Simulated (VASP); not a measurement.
# TlPdRu (P-62m) in VASP: single point with r2SCAN

Aim: the single point of TlPdRu with r2SCAN.

Everything below comes from runs of VASP 6.6.1. Logs are shortened: lines on timing, memory, paths and dates and some standing lists are left out, and cuts for length are marked.

### 1 The cell of the first run

It takes space group P-62m (No. 189, hexagonal). The conventional cell has a = 7.844 Å, b = 7.844 Å, c = 2.844 Å, α = 90.00°, β = 90.00°, γ = 120.00°. Pd (site symmetry -62m) has 6 Tl at 2.78 Å and 2 Pd at 2.84 Å and 3 Ru at 2.88 Å within 3.7 Å. Within 3.6 Å of Pd (site symmetry -6) lie 3 Tl at 2.73 Å and 2 Pd at 2.84 Å and 6 Ru at 2.87 Å. Tl (site symmetry m2m) has 4 Pd at 2.73 to 2.78 Å and 2 Tl at 2.84 Å and 6 Ru at 2.95 to 3.02 Å within 3.6 Å. Within 3.7 Å of Ru (site symmetry m2m) lie 2 Ru at 2.84 Å and 5 Pd at 2.87 to 2.88 Å and 6 Tl at 2.95 to 3.02 Å.

### 2 Single point, r2SCAN

File POSCAR:

```
TlPdRu
1.0
    3.9219251850      6.7929736839      0.0000000000
   -3.9219251850      6.7929736839      0.0000000000
    0.0000000000      0.0000000000      2.8442828225
Pd Tl Ru
3 3 3
Direct
    0.0000000000      0.0000000000      0.5000000000
    0.3333333333      0.3333333333      0.0000000000
    0.6666666667      0.6666666667      0.0000000000
    0.3045179331      0.6954820669      0.0000000000
    0.6954820669      0.0000000000      0.0000000000
    0.0000000000      0.3045179331      0.0000000000
    0.6334412215      0.3665587785      0.5000000000
    0.3665587785      0.0000000000      0.5000000000
    0.0000000000      0.6334412215      0.5000000000
```

File INCAR.step1:

```
PREC     = Accurate       # precision mode
ENCUT    = 520            # plane-wave cutoff, eV
ISMEAR   = -1             # smearing method
SIGMA    = 0.05           # smearing width, eV
LREAL    = False          # projectors in reciprocal space
LASPH    = True           # aspherical terms in the spheres
NELM     = 100            # most SCF steps
NBANDS   = 66             # bands
GGA      = PE             # functional
ALGO     = Normal         # electronic algorithm
EDIFF    = 1E-4           # SCF threshold, eV
LWAVE    = True           # write WAVECAR
LCHARG   = False          # write CHGCAR
```

File INCAR.step2:

```
PREC     = Accurate       # precision mode
ENCUT    = 520            # plane-wave cutoff, eV
EDIFF    = 1E-6           # SCF threshold, eV
ISMEAR   = -1             # smearing method
SIGMA    = 0.05           # smearing width, eV
LREAL    = False          # projectors in reciprocal space
LASPH    = True           # aspherical terms in the spheres
NELM     = 100            # most SCF steps
ALGO     = Normal         # electronic algorithm
ISIF     = 2              # what is computed and relaxed
LWAVE    = False          # write WAVECAR
LCHARG   = True           # write CHGCAR
METAGGA  = R2SCAN         # meta-GGA
LMIXTAU  = True         
LELF     = True           # ELF
LVHAR    = True         
NBANDS   = 66             # bands
ISTART   = 1
```

File KPOINTS:

```
Automatic mesh
0
Gamma
  4 4 7
```

Potentials or basis: VASP PAW PBE potentials, release 64 (Pd, Tl_d, Ru_pv).

On the command line:

```console
> cat potpaw_PBE.64/Pd/POTCAR potpaw_PBE.64/Tl_d/POTCAR potpaw_PBE.64/Ru_pv/POTCAR > POTCAR
> cp INCAR.step1 INCAR
> mpirun -np 1 vasp_std > vasp.out
> cp INCAR.step2 INCAR
> mpirun -np 1 vasp_std > vasp.out
```

OUTCAR:

```text
PREC = Accurate
   ENCUT = 520
   EDIFF = 1E-6
   ISMEAR = -1
   LREAL = False
   LASPH = True
   NELM = 100
   ISIF = 2
   METAGGA = R2SCAN
   ISTART = 1

 ion  position               nearest neighbor table
   1  0.000  0.000  0.500-   5 2.78   6 2.78   5 2.78   6 2.78   4 2.78   4 2.78   9 2.88   8 2.88
                             7 2.88
   2  0.333  0.333  0.000-   6 2.73   5 2.73   4 2.73   8 2.87   8 2.87   9 2.87   9 2.87   7 2.87
                             7 2.87
   3  0.667  0.667  0.000-   5 2.73   6 2.73   4 2.73   9 2.87   9 2.87   8 2.87   8 2.87   7 2.87
                             7 2.87
   4  0.305  0.695  0.000-   2 2.73   3 2.73   1 2.78   1 2.78   7 2.95   7 2.95   8 3.02   9 3.02
                             8 3.02   9 3.02   6 4.14   5 4.14
   5  0.695  0.000  0.000-   3 2.73   2 2.73   1 2.78   1 2.78   8 2.95   8 2.95   7 3.02   7 3.02
                             9 3.02   9 3.02   6 4.14   4 4.14
   6  0.000  0.305  0.000-   2 2.73   3 2.73   1 2.78   1 2.78   9 2.95   9 2.95   7 3.02   7 3.02
                             8 3.02   8 3.02   5 4.14   4 4.14
   7  0.633  0.367  0.500-   2 2.87   3 2.87   2 2.87   3 2.87   1 2.88   4 2.95   4 2.95   6 3.02
                             5 3.02   5 3.02   6 3.02
   8  0.367  0.000  0.500-   2 2.87   2 2.87   3 2.87   3 2.87   1 2.88   5 2.95   5 2.95   4 3.02
                             4 3.02   6 3.02   6 3.02
   9  0.000  0.633  0.500-   3 2.87   3 2.87   2 2.87   2 2.87   1 2.88   6 2.95   6 2.95   4 3.02
                             4 3.02   5 3.02   5 3.02

  LATTYP: Found a hexagonal cell.
 ALAT       =     7.8438503700
 C/A-ratio  =     0.3626130903

  Lattice vectors:

 A1 = (   3.9219251850,  -6.7929736839,   0.0000000000)
 A2 = (   3.9219251850,   6.7929736839,   0.0000000000)
 A3 = (   0.0000000000,   0.0000000000,   2.8442828225)

Analysis of symmetry for initial positions (statically):
=====================================================================
 Subroutine PRICEL returns:
 Original cell was already a primitive cell.

 Routine SETGRP: Setting up the symmetry group for a
 hexagonal supercell.

 Subroutine GETGRP returns: Found 12 space group operations
 (whereof 12 operations were pure point group operations)
 out of a pool of 24 trial point group operations.

The static configuration has the point symmetry D_3h.

Analysis of symmetry for dynamics (positions and initial velocities):
=====================================================================
 Subroutine PRICEL returns:
 Original cell was already a primitive cell.

 Routine SETGRP: Setting up the symmetry group for a
 hexagonal supercell.

 Subroutine GETGRP returns: Found 12 space group operations
 (whereof 12 operations were pure point group operations)
 out of a pool of 24 trial point group operations.

The dynamic configuration has the point symmetry D_3h.

 Subroutine INISYM returns: Found 12 space group operations
 (whereof 12 operations are pure point group operations),
 and found     1 'primitive' translations

----------------------------------------------------------------------------------------

                                     Primitive cell

  volume of cell :     151.5521

  direct lattice vectors                    reciprocal lattice vectors
     3.921925185  6.792973684  0.000000000     0.127488408  0.073605467  0.000000000
    -3.921925185  6.792973684  0.000000000    -0.127488408  0.073605467  0.000000000
     0.000000000  0.000000000  2.844282822     0.000000000  0.000000000  0.351582477

  length of vectors
     7.843850370  7.843850370  2.844282822     0.147210934  0.147210934  0.351582477

  position of ions in fractional coordinates (direct lattice)
     0.000000000  0.000000000  0.500000000
     0.333333333  0.333333333  0.000000000
     0.666666667  0.666666667  0.000000000
     0.304517933  0.695482067  0.000000000
     0.695482067  1.000000000  0.000000000
     1.000000000  0.304517933  0.000000000
     0.633441222  0.366558778  0.500000000
     0.366558778  1.000000000  0.500000000
     1.000000000  0.633441222  0.500000000

  ion indices of the primitive-cell ions
   primitive index   ion index
                 1           1
                 2           2
                 3           3
                 4           4
                 5           5
                 6           6
                 7           7
                 8           8
                 9           9

----------------------------------------------------------------------------------------

 KPOINTS: Automatic mesh

Automatic generation of k-mesh.
 Grid dimensions read from file:
 generate k-points for:    4    4    7

 Generating k-lattice:

  Cartesian coordinates                     Fractional coordinates (reciprocal lattice)
     0.031872102  0.018401367  0.000000000     0.250000000 -0.000000000  0.000000000
    -0.031872102  0.018401367  0.000000000    -0.000000000  0.250000000  0.000000000
     0.000000000  0.000000000  0.050226068     0.000000000  0.000000000  0.142857143

  Length of vectors
     0.036802733  0.036802733  0.050226068

  Shift w.r.t. Gamma in fractional coordinates (k-lattice)
     0.000000000  0.000000000  0.000000000

 Subroutine IBZKPT returns following result:
 ===========================================

 Found     16 irreducible k-points:

 Following reciprocal coordinates:
            Coordinates               Weight
  0.000000  0.000000  0.000000      1.000000
  0.250000 -0.000000  0.000000      6.000000
  0.500000 -0.000000  0.000000      3.000000
  0.500000  0.250000  0.000000      6.000000
  0.000000  0.000000  0.142857      2.000000
  0.250000 -0.000000  0.142857     12.000000
[... 8 lines left out ...]
  0.500000 -0.000000  0.428571      6.000000
  0.500000  0.250000  0.428571     12.000000
   k-points           NKPTS =     16   k-points in BZ     NKDIM =     16   number of bands    NBANDS=     66
   number of dos      NEDOS =    301   number of ions     NIONS =      9
   total plane-waves  NPLWV =  86400
   dimension x,y,z NGX =    60 NGY =   60 NGZ =   24
   dimension x,y,z NGXF=   120 NGYF=  120 NGZF=   48
   ions per type =               3   3   3
   NGX,Y,Z   is equivalent  to a cutoff of  12.72, 12.72, 14.03 a.u.
   NGXF,Y,Z  is equivalent  to a cutoff of  25.43, 25.43, 28.06 a.u.
 SYSTEM =  unknown system
   PREC   = accura    normal or accurate (medium, high low for compatibility)
   ISTART =      1    job   : 0-new  1-cont  2-samecut
   ICHARG =      0    charge: 1-file 2-atom 10-const
   ISPIN  =      1    spin polarized calculation?
   LNONCOLLINEAR =      F non collinear calculations
   LSORBIT =      F    spin-orbit coupling
   LASPH  =      T    aspherical Exc in radial PAW
   ENCUT  =  520.0 eV  38.22 Ry    6.18 a.u.  14.58 14.58  5.29*2*pi/ulx,y,z
   NELM   =    100;   NELMIN=  2; NELMDL=  0     # of ELM steps
   EDIFF  = 0.1E-05   stopping-criterion for ELM
   LREAL  =      F    real-space projection
   EDIFFG = 0.1E-04   stopping-criterion for IOM
   NSW    =      0    number of steps for IOM
   IBRION =     -1    ionic relax: 0-MD 1-quasi-New 2-CG
   NFREE  =      0    steps in history (QN), initial steepest desc. (CG)
   ISIF   =      2    stress and relaxation
   ISYM   =      2    0-nonsym 1-usesym 2-fastsym
   POTIM  = 0.5000    time-step for ionic-motion
   TEBEG  =    0.0;   TEEND  =   0.0 temperature during run
   PSTRESS=    0.0 pullay stress
   NELECT =     111.0000    total number of electrons
   NUPDOWN=      -1.0000    fix difference up-down
   EMIN   =  10.00;   EMAX   =-10.00  energy-range for DOS
   EFERMI =   0.00;   METHOD = LEGACY
   ISMEAR =    -1;   SIGMA  =   0.05  broadening in eV -4-tet -1-fermi 0-gaus
   EFERMI_NEDOS =   21; number of points for ismear=-14 and -15
   IALGO  =     38    algorithm
   IMIX   =      4    mixing-type and parameters
     AMIX     =   0.40;   BMIX     =  1.00
     AMIX_MAG =   1.60;   BMIX_MAG =  1.00
  volume/ion in A,a.u.               =      16.84       113.64
  Fermi-wavevector in a.u.,A,eV,Ry     =   1.475690  2.788650 29.628879  2.177661
  Thomas-Fermi vector in A             =   2.590308
   LORBIT       =      0    0 simple, 1 ext, 2 COOP (PROOUT), +10 PAW based schemes
   METAGGA = R2SCAN    functional components
   LHFCALC =     F    Hartree Fock is set to
   AEXX    =    0.0000 exact exchange contribution
   IVDW    =     0    specifies the selected vdW correction
   LEPSILON=     F    determine dielectric tensor
   LRPA    =     F    only Hartree local field effects (RPA)
 non-spin polarized calculation
  energy-cutoff  :      520.00
  volume of cell :      151.55
 maximum number of plane-waves:      4115
 NGX is ok and might be reduce to    60
   NGX = 29   NGY = 29   NGZ = 11

 number of electron     110.9999991 magnetization

 Free energy of the ion-electron system (eV)
  ---------------------------------------------------
  ext. energy  EPLUGINS =         0.00000000
  ---------------------------------------------------
  free energy    TOTEN  =      -300.23841380 eV

  energy without entropy =     -300.12505790  energy(sigma->0) =     -300.18173585

 E-fermi :  10.2181     XC(G=0): -13.7610

 val. band max:       10.2156712920   @ k =   0.5000  -0.0000   0.1429
 cond. band min:      10.2193860647   @ k =   0.5000  -0.0000   0.0000
 fundamental gap:      0.0037147726
 Fermi energy:        10.2180943383

 k-point     1 :       0.0000    0.0000    0.0000
  band No.  band energies     occupation
      1     -33.2117      2.00000
      2     -33.2093      2.00000
      3     -33.2093      2.00000
      4     -33.1880      2.00000
      5     -33.1880      2.00000
      6     -33.1879      2.00000
[... 58 lines left out ...]
     65      15.8003      0.00000
     66      15.8003      0.00000

 k-point     2 :       0.2500   -0.0000    0.0000
  band No.  band energies     occupation
      1     -33.2116      2.00000
      2     -33.2096      2.00000
      3     -33.2091      2.00000
      4     -33.1880      2.00000
      5     -33.1880      2.00000
      6     -33.1879      2.00000
[... 1024 lines left out ...]
     65      14.8985      0.00000
     66      16.0492      0.00000

------------------------ aborting loop because EDIFF is reached ----------------------------------------

  FORCE on cell =-STRESS in cart. coord.  units (eV):
  Direction    XX          YY          ZZ          XY          YZ          ZX
  --------------------------------------------------------------------------------------
  -------------------------------------------------------------------------------------
  Total        0.5974698      0.5974698      0.5739321      0.0000000      0.0000000     -0.0000000
  in kB        6.3163257      6.3163257      6.0674899      0.0000000      0.0000000     -0.0000000
  external PRESSURE =       6.2333804 kB  Pullay stress =       0.0000000 kB

 VOLUME and BASIS-vectors are now :
 -----------------------------------------------------------------------------
  energy-cutoff  :      520.00
  volume of cell :      151.55
      direct lattice vectors                 reciprocal lattice vectors
     3.921925185  6.792973684  0.000000000     0.127488408  0.073605467  0.000000000
    -3.921925185  6.792973684  0.000000000    -0.127488408  0.073605467  0.000000000
     0.000000000  0.000000000  2.844282822     0.000000000  0.000000000  0.351582477

 POSITION                                       TOTAL-FORCE (eV/Angst)
 -----------------------------------------------------------------------------------
      0.00000      0.00000      1.42214         0.000000     -0.000000     -0.000000
      0.00000      4.52865      0.00000         0.000000     -0.000000     -0.000000
      0.00000      9.05730      0.00000         0.000000     -0.000000     -0.000000
     -1.53333      6.79297      0.00000         0.003096     -0.000000     -0.000000
      2.72763      4.72439      0.00000        -0.001548     -0.002681     -0.000000
     -1.19430      2.06858      0.00000        -0.001548      0.002681      0.000000
      1.04669      6.79297      1.42214         0.000105     -0.000000     -0.000000
      1.43762      2.49002      1.42214        -0.000052     -0.000091     -0.000000
     -2.48431      4.30295      1.42214        -0.000052      0.000091      0.000000
 -----------------------------------------------------------------------------------
    total drift:                                0.000014     -0.000000      0.000000

  FREE ENERGIE OF THE ION-ELECTRON SYSTEM (eV)
  ---------------------------------------------------
  free  energy   TOTEN  =      -300.2384138008 eV

  energy  without entropy=     -300.1250578966  energy(sigma->0) =     -300.18173585
```

It took 5.2 min on 1 thread of Intel Xeon 6975P-C (Granite Rapids), shared host; peak memory 0.4 GiB.

What came out:

```
Free energy            : -300.2384 eV
Pressure               : 0.6 GPa
Largest force          : 0.003 eV/Å
Band gap on the k mesh : zero (an odd number of electrons rules out a gap without spin polarisation)
```

Forces in eV/Å, atoms in the order of the input:
```
Pd   0.000  0.000  0.000
Pd   0.000  0.000  0.000
Pd   0.000  0.000  0.000
Tl   0.003  0.000  0.000
Tl  -0.002 -0.003  0.000
Tl  -0.002  0.003  0.000
Ru   0.000  0.000  0.000
Ru   0.000  0.000  0.000
Ru   0.000  0.000  0.000
```

Levels at points of the mesh, in eV from the Fermi level:
```csv
k point,band 52,band 53,band 54,band 55,band 56,band 57,band 58,band 59
"(0.00, 0.00, 0.00)",-1.35,-0.87,-0.01,-0.01,0.01,0.10,0.25,0.25
"(0.50, 0.00, 0.00)",-0.57,-0.39,0.00,0.09,0.11,0.36,0.39,0.54
```

Caveat: the PAW data sets were made with another functional, which shifts forces and pressure a little; spin-orbit coupling is left out, which moves the levels of the heavy elements.
